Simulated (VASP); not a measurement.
Write the native input for VASP 6.6.1 that does the following.

- Task: single point
- Functional: PBEsol
- Potentials or basis: VASP PAW PBE potentials, release 64 (Co, Ti_sv)
- Cutoff: 520 eV
- k mesh: 7 × 7 × 7
- Occupations: fermi-dirac, width 0.05 eV
- Spin: non-collinear spin, typed start
- Starting moments: [[0.055, -0.103, 0.027], [-0.364, -0.018, 1.027]] μB
- Dipole correction: no
- Further INCAR settings: ALGO = Normal; EDIFF = 1e-06; NBANDS = 33

The structure of TiCo lies in POSCAR:

```
TiCo
1.0
    2.9861109900      0.0000000000      0.0000000000
    0.0000000000      2.9861109900      0.0000000000
    0.0000000000      0.0000000000      2.9861109900
Co Ti
1 1
Direct
    0.5000000000      0.5000000000      0.5000000000
    0.0000000000      0.0000000000      0.0000000000
```

One way to write it, as run:

INCAR

```
SYSTEM = TiCo
PREC = Accurate
ENCUT = 520
EDIFF = 1E-6
ISMEAR = -1
SIGMA = 0.05
LREAL = .FALSE.
LASPH = .TRUE.
NELM = 150
ALGO = Normal
ISIF = 2
LWAVE = .FALSE.
LCHARG = .FALSE.
LNONCOLLINEAR = .TRUE.
MAGMOM = 0.055 -0.103 0.027 -0.364 -0.018 1.027
LORBIT = 11
LMAXMIX = 4
GGA = PS
NBANDS = 33
```

KPOINTS

```
regular mesh
0
G
  7 7 7
  0 0 0
```

Potentials or basis: VASP PAW PBE potentials, release 64 (Co, Ti_sv).

Command:

```bash
$ cat potpaw_PBE.64/Co/POTCAR potpaw_PBE.64/Ti_sv/POTCAR > POTCAR
$ mpirun -np 1 vasp_ncl > vasp.out
```

It gave:

```
Pressure                                              : -8.0 GPa
Band gap on the k mesh                                : zero (bands 21 and 22 overlap by 1.58 eV)
Net moment                                            : 0.80 μB per cell
Valence electrons inside the program's atomic spheres : Co 8.29; Ti 10.29
```

Caveat: the cell stands under tension; the PAW data sets were made with another functional, which shifts forces and pressure a little.

Run time: 7.6 min on 1 thread of Intel(R) Xeon(R) Platinum 8375C CPU @ 2.90GHz (Ice Lake), on a shared host, peak memory 0.36 GiB.
